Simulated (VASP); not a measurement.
**CoO: single point with PBEsol+U**

CoO:

```
Co O
1.0
     0.00000    3.01600    0.00000
     3.01600    0.00000    0.00000
     3.01600    3.01600   -4.21450
Co O
2 2
Direct
  0.00000 0.00000 0.00000
  0.00000 0.00000 0.50000
  0.50000 0.50000 0.50000
  0.50000 0.50000 0.00000
```

```
Program             : VASP 6.6.1
Task                : single point
Functional          : PBEsol
Potentials or basis : VASP PAW PBE potentials, release 64 (Co_sv, O)
Cutoff              : 700 eV
k mesh              : 8 × 8 × 8
Occupations         : gaussian, width 0.05 eV
Spin                : collinear spin, antiferromagnetic start
Starting moments    : [3.0, -3.0, 0.0, 0.0] μB
Hubbard terms       : Co d U = 7.0 eV
```

* Pressure: 1.2 GPa
* Band gap on the k mesh: 1.66 eV
* Net moment: 0.00 μB per cell
* Site moments: Co +2.76, -2.76; O -0.08, +0.08 μB
* Valence electrons inside the program's atomic spheres: Co 14.95; O 5.01

Stress tensor (GPa, compression positive):
```
-3.74  0.00  0.00
 0.00 -3.74  0.00
 0.00  0.00 11.12
```

Levels at points of the mesh, in eV from the valence-band top:
Spin up:
```tsv
k point	band 21	band 22	band 23	band 24	band 25	band 26
(0.00, 0.00, 0.00)	-2.01	-2.01	-1.89	1.67	1.86	3.11
(0.50, 0.00, 0.00)	-1.80	-0.31	0.00	3.79	5.16	5.52
(0.50, 0.50, 0.00)	-3.17	-2.58	-2.58	3.67	4.20	4.79
(0.00, 0.00, 0.50)	-2.03	-1.48	-1.48	1.66	3.11	4.01
(0.50, 0.00, 0.50)	-2.27	-1.33	-0.69	3.76	4.70	5.15
(0.50, 0.50, 0.50)	-2.01	-2.01	-1.97	3.70	4.20	5.44
```
Spin down:
```tsv
k point	band 19	band 20	band 21	band 22	band 23	band 24	band 25	band 26	band 27	band 28
(0.00, 0.00, 0.00)	-2.39	-2.39	-2.01	-2.01	-1.89	1.67	1.86	3.11	4.57	6.81
(0.50, 0.00, 0.00)	-2.69	-2.62	-1.80	-0.31	0.00	3.79	5.16	5.52	5.78	6.38
(0.50, 0.50, 0.00)	-3.31	-3.22	-3.17	-2.58	-2.58	3.67	4.20	4.79	6.42	7.27
(0.00, 0.00, 0.50)	-2.59	-2.03	-2.03	-1.48	-1.48	1.66	3.11	4.01	5.56	7.26
(0.50, 0.00, 0.50)	-3.39	-2.47	-2.27	-1.33	-0.69	3.76	4.70	5.15	7.23	7.48
(0.50, 0.50, 0.50)	-3.14	-3.14	-2.01	-2.01	-1.97	3.70	4.20	5.44	8.73	9.79
```

Eigenvalues of the final occupation matrices:
| site | spin | trace | eigenvalues |
| --- | --- | --- | --- |
| site 1 d | 1 | 4.75 | 0.94 0.94 0.94 0.97 0.97 |
| site 1 d | 2 | 2.01 | 0.02 0.06 0.08 0.92 0.92 |
| site 2 d | 1 | 2.01 | 0.02 0.06 0.08 0.92 0.92 |
| site 2 d | 2 | 4.75 | 0.94 0.94 0.94 0.97 0.97 |

Wall time 8.5 min on 1 thread of Intel(R) Xeon(R) Platinum 8375C CPU @ 2.90GHz (Ice Lake), on a shared host, peak memory 0.37 GiB.

Caveat: the stress differs along the axes, from -4 to 11 GPa; the PAW data sets were made with another functional, which shifts forces and pressure a little. The state reached can hang on the start; a lower one may exist.
